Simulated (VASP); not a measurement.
# Ru (P6_3/mmc) in VASP: further runs, part 2 of 2

VASP 6.6.1. The steps go on from the part before.

## 3. Single point, PBEsol (volume 12.895 Å^3 an atom, c/a of the conventional cell 1.5311)

Input file INCAR:

```
SYSTEM = Ru
ALGO = Fast
EDIFF = 1E-7
ENCUT = 520
GGA = PS
ISIF = 2
ISMEAR = 0
LASPH = .TRUE.
LCHARG = .FALSE.
LREAL = .FALSE.
LWAVE = .FALSE.
NBANDS = 21
NELM = 100
PREC = Accurate
SIGMA = 0.15
```

Input file KPOINTS:

```
k-points
0
G
  21 21 12
  0 0 0
```

Input file POSCAR:

```
Ru
1.0
    2.6892987582      0.0000000000      0.0000000000
   -1.3446493791      2.3290010429      0.0000000000
    0.0000000000      0.0000000000      4.1175853286
Ru
2
Direct
    0.3333333333      0.6666666667      0.2500000000
    0.6666666667      0.3333333333      0.7500000000
```

Potentials or basis: VASP PAW PBE potentials, release 64 (Ru_pv).

The run is started by

```sh
$ cat potpaw_PBE.64/Ru_pv/POTCAR > POTCAR
$ mpirun -np 1 vasp_std > vasp.out
```

OUTCAR:

```text
SYSTEM = Ru
   EDIFF = 1E-7
   ENCUT = 520
   GGA = PS
   ISIF = 2
   ISMEAR = 0
   LASPH = .TRUE.
   LREAL = .FALSE.
   NELM = 100
   PREC = Accurate

 ion  position               nearest neighbor table
   1  0.333  0.667  0.250-   2 2.58   2 2.58   2 2.58   2 2.58   2 2.58   2 2.58
   2  0.667  0.333  0.750-   1 2.58   1 2.58   1 2.58   1 2.58   1 2.58   1 2.58

  LATTYP: Found a hexagonal cell.
 ALAT       =     2.6892987582
 C/A-ratio  =     1.5311000000

  Lattice vectors:

 A1 = (   2.6892987582,   0.0000000000,   0.0000000000)
 A2 = (  -1.3446493791,   2.3290010429,   0.0000000000)
 A3 = (   0.0000000000,   0.0000000000,   4.1175853286)

Analysis of symmetry for initial positions (statically):
=====================================================================
 Subroutine PRICEL returns:
 Original cell was already a primitive cell.

 Routine SETGRP: Setting up the symmetry group for a
 hexagonal supercell.

 Subroutine GETGRP returns: Found 24 space group operations
 (whereof 12 operations were pure point group operations)
 out of a pool of 24 trial point group operations.

The static configuration has the point symmetry D_3d.
 The point group associated with its full space group is D_6h.

Analysis of symmetry for dynamics (positions and initial velocities):
=====================================================================
 Subroutine PRICEL returns:
 Original cell was already a primitive cell.

 Routine SETGRP: Setting up the symmetry group for a
 hexagonal supercell.

 Subroutine GETGRP returns: Found 24 space group operations
 (whereof 12 operations were pure point group operations)
 out of a pool of 24 trial point group operations.

The dynamic configuration has the point symmetry D_3d.
 The point group associated with its full space group is D_6h.

 Subroutine INISYM returns: Found 24 space group operations
 (whereof 12 operations are pure point group operations),
 and found     1 'primitive' translations

----------------------------------------------------------------------------------------

                                     Primitive cell

  volume of cell :      25.7900

  direct lattice vectors                    reciprocal lattice vectors
     2.689298758  0.000000000  0.000000000     0.371844146  0.214684318  0.000000000
    -1.344649379  2.329001043  0.000000000     0.000000000  0.429368636  0.000000000
     0.000000000  0.000000000  4.117585329     0.000000000  0.000000000  0.242860784

  length of vectors
     2.689298758  2.689298758  4.117585329     0.429368636  0.429368636  0.242860784

  position of ions in fractional coordinates (direct lattice)
     0.333333333  0.666666667  0.250000000
     0.666666667  0.333333333  0.750000000

  ion indices of the primitive-cell ions
   primitive index   ion index
                 1           1
                 2           2

----------------------------------------------------------------------------------------

 KPOINTS: k-points

Automatic generation of k-mesh.
 Grid dimensions read from file:
 generate k-points for:   21   21   12

 Generating k-lattice:

  Cartesian coordinates                     Fractional coordinates (reciprocal lattice)
     0.017706864  0.010223063  0.000000000     0.047619048  0.000000000  0.000000000
     0.000000000  0.020446126  0.000000000     0.000000000  0.047619048  0.000000000
     0.000000000  0.000000000  0.020238399     0.000000000  0.000000000  0.083333333

  Length of vectors
     0.020446126  0.020446126  0.020238399

  Shift w.r.t. Gamma in fractional coordinates (k-lattice)
     0.000000000  0.000000000  0.000000000

 Subroutine IBZKPT returns following result:
 ===========================================

 Found    336 irreducible k-points:

 Following reciprocal coordinates:
            Coordinates               Weight
  0.000000  0.000000  0.000000      1.000000
  0.047619  0.000000  0.000000      6.000000
  0.095238  0.000000  0.000000      6.000000
  0.142857  0.000000  0.000000      6.000000
  0.190476  0.000000  0.000000      6.000000
  0.238095  0.000000  0.000000      6.000000
[... 16 lines left out ...]
  0.142857  0.095238  0.000000     12.000000
  0.190476  0.095238  0.000000     12.000000
 [... further k-points ...]
   k-points           NKPTS =    336   k-points in BZ     NKDIM =    336   number of bands    NBANDS=     21
   number of dos      NEDOS =    301   number of ions     NIONS =      2
   total plane-waves  NPLWV =  12800
   dimension x,y,z NGX =    20 NGY =   20 NGZ =   32
   dimension x,y,z NGXF=    40 NGYF=   40 NGZF=   64
   ions per type =               2
   NGX,Y,Z   is equivalent  to a cutoff of  12.36, 12.36, 12.92 a.u.
   NGXF,Y,Z  is equivalent  to a cutoff of  24.73, 24.73, 25.84 a.u.
 SYSTEM =  Ru
   PREC   = accura    normal or accurate (medium, high low for compatibility)
   ISTART =      0    job   : 0-new  1-cont  2-samecut
   ICHARG =      2    charge: 1-file 2-atom 10-const
   ISPIN  =      1    spin polarized calculation?
   LNONCOLLINEAR =      F non collinear calculations
   LSORBIT =      F    spin-orbit coupling
   LASPH  =      T    aspherical Exc in radial PAW
   ENCUT  =  520.0 eV  38.22 Ry    6.18 a.u.   5.00  5.00  7.66*2*pi/ulx,y,z
   NELM   =    100;   NELMIN=  2; NELMDL= -5     # of ELM steps
   EDIFF  = 0.1E-06   stopping-criterion for ELM
   LREAL  =      F    real-space projection
   EDIFFG = 0.1E-05   stopping-criterion for IOM
   NSW    =      0    number of steps for IOM
   IBRION =     -1    ionic relax: 0-MD 1-quasi-New 2-CG
   NFREE  =      0    steps in history (QN), initial steepest desc. (CG)
   ISIF   =      2    stress and relaxation
   ISYM   =      2    0-nonsym 1-usesym 2-fastsym
   POTIM  = 0.5000    time-step for ionic-motion
   TEBEG  =    0.0;   TEEND  =   0.0 temperature during run
   PSTRESS=    0.0 pullay stress
   NELECT =      28.0000    total number of electrons
   NUPDOWN=      -1.0000    fix difference up-down
   EMIN   =  10.00;   EMAX   =-10.00  energy-range for DOS
   EFERMI =   0.00;   METHOD = LEGACY
   ISMEAR =     0;   SIGMA  =   0.15  broadening in eV -4-tet -1-fermi 0-gaus
   EFERMI_NEDOS =   21; number of points for ismear=-14 and -15
   IALGO  =     68    algorithm
   IMIX   =      4    mixing-type and parameters
     AMIX     =   0.40;   BMIX     =  1.00
     AMIX_MAG =   1.60;   BMIX_MAG =  1.00
  volume/ion in A,a.u.               =      12.89        87.02
  Fermi-wavevector in a.u.,A,eV,Ry     =   1.682585  3.179625 38.519357  2.831093
  Thomas-Fermi vector in A             =   2.765938
   LORBIT       =      0    0 simple, 1 ext, 2 COOP (PROOUT), +10 PAW based schemes
   GGA     = PS    functional components
   LHFCALC =     F    Hartree Fock is set to
   AEXX    =    0.0000 exact exchange contribution
   IVDW    =     0    specifies the selected vdW correction
   LEPSILON=     F    determine dielectric tensor
   LRPA    =     F    only Hartree local field effects (RPA)
 non-spin polarized calculation
 RMM-DIIS sequential band-by-band and
 Gauss-broadening in eV      SIGMA  =   0.15
  energy-cutoff  :      520.00
  volume of cell :       25.79
 maximum number of plane-waves:       713
 NGX is ok and might be reduce to    20
   NGX =  9   NGY =  9   NGZ = 15

 number of electron      28.0000006 magnetization

 Free energy of the ion-electron system (eV)
  ---------------------------------------------------
  ext. energy  EPLUGINS =         0.00000000
  ---------------------------------------------------
  free energy    TOTEN  =       -20.28905875 eV

  energy without entropy =      -20.27139376  energy(sigma->0) =      -20.28022625

 E-fermi :  13.6855     XC(G=0): -14.5993

 val. band max:       13.6833298284   @ k =   0.2857   0.0000   0.0000
 cond. band min:      13.6893102203   @ k =   0.2381   0.0476   0.3333
 fundamental gap:      0.0059803918
 Fermi energy:        13.6854924945

 k-point     1 :       0.0000    0.0000    0.0000
  band No.  band energies     occupation
      1     -30.2033      2.00000
      2     -29.0875      2.00000
      3     -29.0875      2.00000
      4     -28.8504      2.00000
      5     -28.8504      2.00000
      6     -28.7517      2.00000
[... 13 lines left out ...]
     20      23.8904      0.00000
     21      25.0550      0.00000
[... 529 lines left out ...]
 k-point    24 :       0.1905    0.0952    0.0000
  band No.  band energies     occupation
      1     -29.9660      2.00000
      2     -29.4605      2.00000
      3     -29.3426      2.00000
      4     -29.1608      2.00000
      5     -28.9307      2.00000
      6     -28.8913      2.00000
[... 13 lines left out ...]
     20      23.8899      0.00000
     21      24.6834      0.00000

 [... further k-points ...]

------------------------ aborting loop because EDIFF is reached ----------------------------------------

  FORCE on cell =-STRESS in cart. coord.  units (eV):
  Direction    XX          YY          ZZ          XY          YZ          ZX
  --------------------------------------------------------------------------------------
  -------------------------------------------------------------------------------------
  Total        1.1996153      1.1996153      3.9433004     -0.0000000      0.0000000      0.0000000
  in kB       74.5248733     74.5248733    244.9735005     -0.0000000      0.0000000      0.0000000
  external PRESSURE =     131.3410823 kB  Pullay stress =       0.0000000 kB

 VOLUME and BASIS-vectors are now :
 -----------------------------------------------------------------------------
  energy-cutoff  :      520.00
  volume of cell :       25.79
      direct lattice vectors                 reciprocal lattice vectors
     2.689298758  0.000000000  0.000000000     0.371844146  0.214684318  0.000000000
    -1.344649379  2.329001043  0.000000000     0.000000000  0.429368636  0.000000000
     0.000000000  0.000000000  4.117585329     0.000000000  0.000000000  0.242860784

 POSITION                                       TOTAL-FORCE (eV/Angst)
 -----------------------------------------------------------------------------------
     -0.00000      1.55267      1.02940        -0.000000      0.000000      0.000000
      1.34465      0.77633      3.08819         0.000000      0.000000      0.000000
 -----------------------------------------------------------------------------------
    total drift:                               -0.000000      0.000000     -0.000000

  FREE ENERGIE OF THE ION-ELECTRON SYSTEM (eV)
  ---------------------------------------------------
  free  energy   TOTEN  =       -20.2890587488 eV

  energy  without entropy=      -20.2713937561  energy(sigma->0) =      -20.28022625
```

It took 71 s on 1 thread of AMD EPYC 9R45 (Zen 5), shared host; peak memory 0.22 GiB.

Results:

| Item | Value |
| --- | --- |
| Free energy | -20.2891 eV |
| Pressure | 13.1 GPa |
| Band gap on the k mesh | zero (band 14 reaches 15.23 eV, above the bottom of band 15 at 11.84 eV) |

Stress tensor (GPa, compression positive):
```
 7.45  0.00  0.00
 0.00  7.45  0.00
 0.00  0.00 24.50
```

Caveat: the PAW data sets were made with another functional, which shifts forces and pressure a little.

## 4. Single point, PBEsol (volume 13.108 Å^3 an atom, c/a of the conventional cell 1.5558)

Input file INCAR:

```
PREC = Accurate ; ENCUT = 520
EDIFF = 1E-6 ; ISMEAR = 0
SIGMA = 0.15 ; LREAL = False
LASPH = True ; NELM = 100
ALGO = Fast ; ISIF = 2
LWAVE = False ; LCHARG = False
GGA = PS ; NBANDS = 21
```

Input file KPOINTS:

```
Automatic mesh
0
Gamma
  21 21 12
```

Input file POSCAR:

```
Ru
1.0
    2.6896391015      0.0000000000      0.0000000000
   -1.3448195507      2.3292957889      0.0000000000
    0.0000000000      0.0000000000      4.1845405142
Ru
2
Direct
    0.3333333333      0.6666666667      0.2500000000
    0.6666666667      0.3333333333      0.7500000000
```

The run is started by

```sh
$ cat potpaw_PBE.64/Ru_pv/POTCAR > POTCAR
$ mpirun -np 1 vasp_std > vasp.out
```

It took 70 s on 1 thread of Intel Xeon Platinum 8559C (Emerald Rapids), shared host; peak memory 0.25 GiB.

It converged, with:

```yaml
Free_energy: -20.3361 eV
Pressure: 6.1 GPa
Band_gap_on_the_k_mesh: zero (band 14 reaches 14.95 eV, above the bottom of band 15 at 11.55 eV)
```

Stress tensor (GPa, compression positive):
```
 3.57  0.00  0.00
 0.00  3.57  0.00
 0.00  0.00 11.31
```

Levels at points of the mesh, in eV from the Fermi level:
| k point | band 10 | band 11 | band 12 | band 13 | band 14 | band 15 | band 16 | band 17 | band 18 | band 19 |
| --- | --- | --- | --- | --- | --- | --- | --- | --- | --- | --- |
| (0.00, 0.00, 0.00) | -2.78 | -2.41 | -2.02 | -2.02 | -1.62 | -1.62 | 1.24 | 1.24 | 1.47 | 10.20 |
| (0.00, 0.00, 0.50) | -3.00 | -3.00 | -3.00 | -2.77 | -2.77 | 0.59 | 0.59 | 0.59 | 0.59 | 10.22 |

Caveat: the PAW data sets were made with another functional, which shifts forces and pressure a little.

## 5. Single point, PBEsol (volume 13.108 Å^3 an atom, c/a of the conventional cell 1.5810)

Input file INCAR:

```
SYSTEM = Ru
PREC = Accurate
ENCUT = 520
EDIFF = 1E-6
ISMEAR = 0
SIGMA = 0.15
LREAL = .False.
LASPH = .True.
NELM = 100
ALGO = Fast
ISIF = 2
LWAVE = .False.
LCHARG = .True.
GGA = PS
LELF = .True.
LVHAR = .True.
NBANDS = 21
```

Input file KPOINTS:

```
regular mesh
0
Gamma
  21 21 12
  0 0 0
```

Input file POSCAR:

```
Ru
1.0
    2.6752746592      0.0000000000      0.0000000000
   -1.3376373296      2.3168558170      0.0000000000
    0.0000000000      0.0000000000      4.2295975421
Ru
2
Direct
    0.3333333333      0.6666666667      0.2500000000
    0.6666666667      0.3333333333      0.7500000000
```

The run is started by

```sh
$ cat potpaw_PBE.64/Ru_pv/POTCAR > POTCAR
$ mpirun -np 1 vasp_std > vasp.out
```

Wall time 71 s (1 thread of Intel Xeon Platinum 8559C (Emerald Rapids), shared host); peak memory 0.25 GiB.

Results (log left out):

```
Free energy            : -20.3425 eV
Pressure               : 5.8 GPa
Band gap on the k mesh : zero (band 14 reaches 15.03 eV, above the bottom of band 15 at 11.66 eV)
```

Stress tensor (GPa, compression positive):
```
5.96 0.00 0.00
0.00 5.96 0.00
0.00 0.00 5.52
```

Levels at points of the mesh, in eV from the Fermi level:
```csv
k point,band 12,band 13,band 14,band 15,band 16,band 17
"(0.00, 0.00, 0.00)",-2.03,-2.03,-1.49,-1.49,1.24,1.24
"(0.00, 0.00, 0.50)",-2.94,-2.86,-2.86,0.58,0.58,0.58
```

Caveat: the PAW data sets were made with another functional, which shifts forces and pressure a little.

## 6. Summary

```tsv
cell	further INCAR settings	gap on the mesh (eV)	pressure (GPa)
a = 2.591, b = 2.591, c = 4.438 Å, angles 90.0, 90.0, 120.0°, 2 atoms	ALGO = Fast; EDIFF = 1e-06; NBANDS = 21	none	13.9
a = 2.689, b = 2.689, c = 4.118 Å, angles 90.0, 90.0, 120.0°, 2 atoms	ALGO = Fast; EDIFF = 1e-07; NBANDS = 21	none	13.1
a = 2.690, b = 2.690, c = 4.185 Å, angles 90.0, 90.0, 120.0°, 2 atoms	ALGO = Fast; EDIFF = 1e-06; NBANDS = 21	none	6.1
a = 2.675, b = 2.675, c = 4.230 Å, angles 90.0, 90.0, 120.0°, 2 atoms	ALGO = Fast; EDIFF = 1e-06; NBANDS = 21	none	5.8
```

Alike in all rows: task single point; level PBEsol; potentials or basis VASP PAW PBE potentials, release 64 (Ru_pv); no spin polarisation; k mesh 21 × 21 × 12; cutoff (eV) 520; smearing gaussian 0.15 eV.

Caveats: the PAW data sets were made with another functional, which shifts forces and pressure a little.

Total energies depend on the potentials used, so only differences within one code and one set of settings carry meaning.
